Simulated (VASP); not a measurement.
# Ru (P6_3/mmc) in VASP: single point with r2SCAN

Aim: the single point of Ru with r2SCAN.

Program: VASP 6.6.1. These are calculated values, not measurements. Logs are shortened: lines on timing, memory, paths and dates and some standing lists are left out, and cuts for length are marked.

## Step 1: The cell of the first run

It takes space group P6_3/mmc (No. 194, hexagonal). The conventional cell has a = 2.692 Å, b = 2.692 Å, c = 8.640 Å, α = 90.00°, β = 90.00°, γ = 120.00°. Within 3.5 Å of Ru (site symmetry -3m) lie 12 Ru at 2.66 to 2.69 Å. Within 3.5 Å of Ru (site symmetry -6m2) lie 12 Ru at 2.66 to 2.69 Å.

## Step 2: Single point, r2SCAN

File POSCAR:

```
Ru
1.0
    2.6918405422      0.0000000000      0.0000000000
   -1.3459202711      2.3312022925      0.0000000000
    0.0000000000      0.0000000000      8.6399050730
Ru
4
Direct
    0.0000000000      0.0000000000      0.0000000000
    0.0000000000      0.0000000000      0.5000000000
    0.3333333333      0.6666666667      0.2500000000
    0.6666666667      0.3333333333      0.7500000000
```

File INCAR.step1:

```
  PREC = Accurate
  ENCUT = 620
  ISMEAR = -1
  SIGMA = 0.1
  LREAL = F
  LASPH = T
  NELM = 120
  NBANDS = 40
  GGA = PE
  ALGO = Normal
  EDIFF = 1E-5
  LWAVE = T
  LCHARG = F
  GGA_COMPAT = F
```

File INCAR.step2:

```
  PREC = Accurate
  ENCUT = 620
  EDIFF = 1E-6
  ISMEAR = -1
  SIGMA = 0.1
  LREAL = F
  LASPH = T
  NELM = 120
  ALGO = Normal
  ISIF = 2
  LWAVE = F
  LCHARG = T
  METAGGA = R2SCAN
  LMIXTAU = T
  LELF = T
  LVHAR = T
  NBANDS = 40
  ISTART = 1
  GGA_COMPAT = F
```

File KPOINTS:

```
Automatic mesh
0
Gamma
  13 13 4
```

Potentials or basis: VASP PAW PBE potentials, release 64 (Ru_sv).

On the command line:

```console
cat potpaw_PBE.64/Ru_sv/POTCAR > POTCAR
cp INCAR.step1 INCAR
mpirun -np 1 vasp_std > vasp.out
cp INCAR.step2 INCAR
mpirun -np 1 vasp_std > vasp.out
```

OUTCAR:

```text
PREC = Accurate
   ENCUT = 620
   EDIFF = 1E-6
   ISMEAR = -1
   LREAL = F
   LASPH = T
   NELM = 120
   ISIF = 2
   METAGGA = R2SCAN
   ISTART = 1

 ion  position               nearest neighbor table
   1  0.000  0.000  0.000-   3 2.66   4 2.66   4 2.66   3 2.66   4 2.66   3 2.66
   2  0.000  0.000  0.500-   3 2.66   4 2.66   4 2.66   3 2.66   4 2.66   3 2.66
   3  0.333  0.667  0.250-   1 2.66   2 2.66   1 2.66   2 2.66   1 2.66   2 2.66
   4  0.667  0.333  0.750-   1 2.66   2 2.66   1 2.66   2 2.66   1 2.66   2 2.66

  LATTYP: Found a hexagonal cell.
 ALAT       =     2.6918405422
 C/A-ratio  =     3.2096645167

  Lattice vectors:

 A1 = (   2.6918405422,   0.0000000000,   0.0000000000)
 A2 = (  -1.3459202711,   2.3312022925,   0.0000000000)
 A3 = (   0.0000000000,   0.0000000000,   8.6399050730)

Analysis of symmetry for initial positions (statically):
=====================================================================
 Subroutine PRICEL returns:
 Original cell was already a primitive cell.

 Routine SETGRP: Setting up the symmetry group for a
 hexagonal supercell.

 Subroutine GETGRP returns: Found 24 space group operations
 (whereof 12 operations were pure point group operations)
 out of a pool of 24 trial point group operations.

The static configuration has the point symmetry D_3d.
 The point group associated with its full space group is D_6h.

Analysis of symmetry for dynamics (positions and initial velocities):
=====================================================================
 Subroutine PRICEL returns:
 Original cell was already a primitive cell.

 Routine SETGRP: Setting up the symmetry group for a
 hexagonal supercell.

 Subroutine GETGRP returns: Found 24 space group operations
 (whereof 12 operations were pure point group operations)
 out of a pool of 24 trial point group operations.

The dynamic configuration has the point symmetry D_3d.
 The point group associated with its full space group is D_6h.

 Subroutine INISYM returns: Found 24 space group operations
 (whereof 12 operations are pure point group operations),
 and found     1 'primitive' translations

----------------------------------------------------------------------------------------

                                     Primitive cell

  volume of cell :      54.2173

  direct lattice vectors                    reciprocal lattice vectors
     2.691840542  0.000000000  0.000000000     0.371493030  0.214481601  0.000000000
    -1.345920271  2.331202292  0.000000000     0.000000000  0.428963202  0.000000000
     0.000000000  0.000000000  8.639905073     0.000000000  0.000000000  0.115742012

  length of vectors
     2.691840542  2.691840542  8.639905073     0.428963202  0.428963202  0.115742012

  position of ions in fractional coordinates (direct lattice)
     0.000000000  0.000000000  0.000000000
     0.000000000  0.000000000  0.500000000
     0.333333333  0.666666667  0.250000000
     0.666666667  0.333333333  0.750000000

  ion indices of the primitive-cell ions
   primitive index   ion index
                 1           1
                 2           2
                 3           3
                 4           4

----------------------------------------------------------------------------------------

 KPOINTS: Automatic mesh

Automatic generation of k-mesh.
 Grid dimensions read from file:
 generate k-points for:   13   13    4

 Generating k-lattice:

  Cartesian coordinates                     Fractional coordinates (reciprocal lattice)
     0.028576387  0.016498585  0.000000000     0.076923077  0.000000000  0.000000000
     0.000000000  0.032997169  0.000000000     0.000000000  0.076923077  0.000000000
     0.000000000  0.000000000  0.028935503     0.000000000  0.000000000  0.250000000

  Length of vectors
     0.032997169  0.032997169  0.028935503

  Shift w.r.t. Gamma in fractional coordinates (k-lattice)
     0.000000000  0.000000000  0.000000000

 Subroutine IBZKPT returns following result:
 ===========================================

 Found     63 irreducible k-points:

 Following reciprocal coordinates:
            Coordinates               Weight
  0.000000  0.000000  0.000000      1.000000
  0.076923  0.000000  0.000000      6.000000
  0.153846  0.000000  0.000000      6.000000
  0.230769  0.000000  0.000000      6.000000
  0.307692  0.000000  0.000000      6.000000
  0.384615  0.000000  0.000000      6.000000
[... 16 lines left out ...]
  0.076923  0.000000  0.250000     12.000000
  0.153846  0.000000  0.250000     12.000000
 [... further k-points ...]
   k-points           NKPTS =     63   k-points in BZ     NKDIM =     63   number of bands    NBANDS=     40
   number of dos      NEDOS =    301   number of ions     NIONS =      4
   total plane-waves  NPLWV =  40320
   dimension x,y,z NGX =    24 NGY =   24 NGZ =   70
   dimension x,y,z NGXF=    48 NGYF=   48 NGZF=  140
   ions per type =               4
   NGX,Y,Z   is equivalent  to a cutoff of  14.82, 14.82, 13.47 a.u.
   NGXF,Y,Z  is equivalent  to a cutoff of  29.64, 29.64, 26.94 a.u.
 SYSTEM =  unknown system
   PREC   = accura    normal or accurate (medium, high low for compatibility)
   ISTART =      1    job   : 0-new  1-cont  2-samecut
   ICHARG =      0    charge: 1-file 2-atom 10-const
   ISPIN  =      1    spin polarized calculation?
   LNONCOLLINEAR =      F non collinear calculations
   LSORBIT =      F    spin-orbit coupling
   LASPH  =      T    aspherical Exc in radial PAW
   ENCUT  =  620.0 eV  45.57 Ry    6.75 a.u.   5.47  5.47 17.54*2*pi/ulx,y,z
   NELM   =    120;   NELMIN=  2; NELMDL=  0     # of ELM steps
   EDIFF  = 0.1E-05   stopping-criterion for ELM
   LREAL  =      F    real-space projection
[... 7 lines left out ...]
   TEBEG  =    0.0;   TEEND  =   0.0 temperature during run
   PSTRESS=    0.0 pullay stress
   NELECT =      64.0000    total number of electrons
   NUPDOWN=      -1.0000    fix difference up-down
   EMIN   =  10.00;   EMAX   =-10.00  energy-range for DOS
   EFERMI =   0.00;   METHOD = LEGACY
   ISMEAR =    -1;   SIGMA  =   0.10  broadening in eV -4-tet -1-fermi 0-gaus
   EFERMI_NEDOS =   21; number of points for ismear=-14 and -15
   IALGO  =     38    algorithm
   IMIX   =      4    mixing-type and parameters
     AMIX     =   0.40;   BMIX     =  1.00
     AMIX_MAG =   1.60;   BMIX_MAG =  1.00
  volume/ion in A,a.u.               =      13.55        91.47
  Fermi-wavevector in a.u.,A,eV,Ry     =   1.730170  3.269547 40.728872  2.993488
  Thomas-Fermi vector in A             =   2.804777
   LORBIT       =      0    0 simple, 1 ext, 2 COOP (PROOUT), +10 PAW based schemes
   METAGGA = R2SCAN    functional components
   LHFCALC =     F    Hartree Fock is set to
   AEXX    =    0.0000 exact exchange contribution
   IVDW    =     0    specifies the selected vdW correction
   LEPSILON=     F    determine dielectric tensor
   LRPA    =     F    only Hartree local field effects (RPA)
 non-spin polarized calculation
  energy-cutoff  :      620.00
  volume of cell :       54.22
 maximum number of plane-waves:      1949
 NGX is ok and might be reduce to    24
   NGX = 11   NGY = 11   NGZ = 35

 number of electron      63.9999989 magnetization

 Free energy of the ion-electron system (eV)
  ---------------------------------------------------
  ext. energy  EPLUGINS =         0.00000000
  ---------------------------------------------------
  free energy    TOTEN  =      -101.58564209 eV

  energy without entropy =     -101.43393319  energy(sigma->0) =     -101.50978764

 E-fermi :  15.0664     XC(G=0): -15.5440

 val. band max:       15.0599292446   @ k =   0.0769   0.0000   0.2500
 cond. band min:      15.0729310308   @ k =   0.3846   0.1538   0.2500
 fundamental gap:      0.0130017862
 Fermi energy:        15.0664339361

 k-point     1 :       0.0000    0.0000    0.0000
  band No.  band energies     occupation
      1     -60.2361      2.00000
      2     -60.1466      2.00000
      3     -60.1092      2.00000
      4     -60.0179      2.00000
      5     -29.9616      2.00000
      6     -29.4034      2.00000
[... 32 lines left out ...]
     39      16.6736      0.00000
     40      16.6736      0.00000

 k-point     2 :       0.0769    0.0000    0.0000
  band No.  band energies     occupation
      1     -60.2264      2.00000
      2     -60.1395      2.00000
      3     -60.1021      2.00000
      4     -60.0136      2.00000
      5     -29.9398      2.00000
      6     -29.4102      2.00000
[... 32 lines left out ...]
     39      16.7052      0.00000
     40      18.2684      0.00000

 k-point     3 :       0.1538    0.0000    0.0000
  band No.  band energies     occupation
      1     -60.1990      2.00000
      2     -60.1199      2.00000
      3     -60.0824      2.00000
      4     -60.0020      2.00000
      5     -29.8776      2.00000
      6     -29.4424      2.00000
[... 32 lines left out ...]
     39      16.7924      0.00000
     40      20.2008      0.00000

 k-point     4 :       0.2308    0.0000    0.0000
  band No.  band energies     occupation
      1     -60.1589      2.00000
      2     -60.0921      2.00000
      3     -60.0546      2.00000
      4     -59.9868      2.00000
      5     -29.7849      2.00000
      6     -29.5305      2.00000
[... 32 lines left out ...]
     39      16.9033      0.00000
     40      22.1701      0.00000
[... 772 lines left out ...]
     39      16.5360      0.00000
     40      16.5360      0.00000

 k-point    23 :       0.0769    0.0000    0.2500
  band No.  band energies     occupation
      1     -60.2187      2.00000
      2     -60.1649      2.00000
      3     -60.0765      2.00000
      4     -60.0215      2.00000
      5     -29.8984      2.00000
      6     -29.6003      2.00000
[... 32 lines left out ...]
     39      16.5743      0.00000
     40      17.8425      0.00000

 k-point    24 :       0.1538    0.0000    0.2500
  band No.  band energies     occupation
      1     -60.1918      2.00000
      2     -60.1425      2.00000
      3     -60.0596      2.00000
      4     -60.0093      2.00000
      5     -29.8430      2.00000
      6     -29.5963      2.00000
[... 32 lines left out ...]
     39      17.1303      0.00000
     40      19.5655      0.00000

 [... further k-points ...]

------------------------ aborting loop because EDIFF is reached ----------------------------------------

  FORCE on cell =-STRESS in cart. coord.  units (eV):
  Direction    XX          YY          ZZ          XY          YZ          ZX
  --------------------------------------------------------------------------------------
  -------------------------------------------------------------------------------------
  Total        0.0493604      0.0493604      0.0420335     -0.0000000      0.0000000      0.0000000
  in kB        1.4586503      1.4586503      1.2421315     -0.0000000      0.0000000      0.0000000
  external PRESSURE =       1.3864774 kB  Pullay stress =       0.0000000 kB

 VOLUME and BASIS-vectors are now :
 -----------------------------------------------------------------------------
  energy-cutoff  :      620.00
  volume of cell :       54.22
      direct lattice vectors                 reciprocal lattice vectors
     2.691840542  0.000000000  0.000000000     0.371493030  0.214481601  0.000000000
    -1.345920271  2.331202292  0.000000000     0.000000000  0.428963202  0.000000000
     0.000000000  0.000000000  8.639905073     0.000000000  0.000000000  0.115742012

 POSITION                                       TOTAL-FORCE (eV/Angst)
 -----------------------------------------------------------------------------------
      0.00000      0.00000      0.00000        -0.000000      0.000000     -0.000000
      0.00000      0.00000      4.31995        -0.000000      0.000000     -0.000000
     -0.00000      1.55413      2.15998        -0.000000     -0.000000      0.000000
      1.34592      0.77707      6.47993         0.000000      0.000000      0.000000
 -----------------------------------------------------------------------------------
    total drift:                               -0.000000      0.000000      0.000000

  FREE ENERGIE OF THE ION-ELECTRON SYSTEM (eV)
  ---------------------------------------------------
  free  energy   TOTEN  =      -101.5856420909 eV

  energy  without entropy=     -101.4339331876  energy(sigma->0) =     -101.50978764
```

Run time: 3.9 min. Hardware: 1 thread of Intel Xeon 6975P-C (Granite Rapids), shared host; peak memory 0.27 GiB.

What came out:

- Free energy: -101.5856 eV
- Pressure: 0.1 GPa
- Band gap on the k mesh: zero (bands 32 and 33 overlap by 2.99 eV)

Caveat: the PAW data sets were made with another functional, which shifts forces and pressure a little.
